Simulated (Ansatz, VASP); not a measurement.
# AlN in VASP and in Ansatz

INCAR

```
SYSTEM = AlN
PREC = Accurate
ENCUT = 600
EDIFF = 1E-6
ISMEAR = 0
SIGMA = 0.02
LREAL = .False.
LASPH = .True.
NELM = 120
ALGO = Normal
ISIF = 2
LWAVE = .False.
LCHARG = .False.
GGA = PE
NBANDS = 11
GGA_COMPAT = .False.
```

KPOINTS

```
regular mesh
0
Gamma
  10 10 10
  0 0 0
```

File POSCAR:

```
AlN
1.0
    0.0000000000      2.0927865955      2.0927865955
    2.0927865955      0.0000000000      2.0927865955
    2.0927865955      2.0927865955      0.0000000000
Al N
1 1
Direct
    0.5000000000      0.5000000000      0.5000000000
    0.0000000000      0.0000000000      0.0000000000
```

Input for Ansatz:

```yaml
crystal:
  lattice:
    - [0.0, 2.0927865955, 2.0927865955]
    - [2.0927865955, 0.0, 2.0927865955]
    - [2.0927865955, 2.0927865955, 0.0]
  atoms:
    - { symbol: Al, position: [0.5, 0.5, 0.5] }
    - { symbol: "N", position: [0.0, 0.0, 0.0] }
basis:
  ecutwfc: 420
kpoints:
  mp_grid: { grid: [10, 10, 10] }
hamiltonian:
  xc: pbe
scf:
  occupations: { method: gaussian, width: 0.02 }
  n_extra_bands: 16
output:
  forces: true
  eigenvalues: true
  stress: true
```

Alike in both runs: task single point; functional PBE; k mesh 10 × 10 × 10; occupations gaussian, width 0.02 eV; no spin polarisation.

|  | VASP | Ansatz |
| --- | --- | --- |
| version | VASP 6.6.1 | Ansatz 0.2.0 |
| potentials or method | VASP PAW PBE potentials, release 64 (Al, N), cutoff 600 eV | scalar-relativistic, plane waves, PAW |
| valence electrons in the cell | 8 | 8 |

```tsv
	VASP	Ansatz	Ansatz less VASP
gap on the k mesh at the Fermi level (eV)	3.65	3.67	+0.019
pressure (GPa)	-18.1	-17.8	+0.36
```

With one functional, cell and mesh, what is left measures potentials, basis and numerics.
